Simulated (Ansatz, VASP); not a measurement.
# Nb in VASP and in Ansatz

```xyz
1
Lattice="0.0000 2.0621 2.0093 2.0621 0.0000 2.0093 2.0621 2.0621 0.0000" Properties=species:S:1:pos:R:3 pbc="T T T"
Nb    0.0000    0.0000    0.0000
```

Change from the starting cell: strain -0.025 along x and y, -0.050 along z, atoms carried along.

Alike in both runs: task single point; functional PBEsol; k mesh 20 × 20 × 20; occupations gaussian, width 0.15 eV; no spin polarisation.

|  | VASP | Ansatz |
| --- | --- | --- |
| version | VASP 6.6.1 | Ansatz 0.2.0 |
| potentials or method | VASP PAW PBE potentials, release 64 (Nb_sv), cutoff 500 eV | scalar-relativistic, plane waves, PAW |
| valence electrons in the cell | 13 | 13 |

|  | VASP | Ansatz | Ansatz less VASP |
| --- | --- | --- | --- |
| gap on the k mesh at the Fermi level (eV) | none | none | - |
| pressure (GPa) | 11.0 | 11.4 | +0.38 |
| traceless stress, the component that is largest in VASP (GPa) | -6.08 | -6.10 | -0.018 |

VASP's potentials were made for PBE, not for PBEsol. A gap of «none» marks a metal or a gap that the smearing closes.
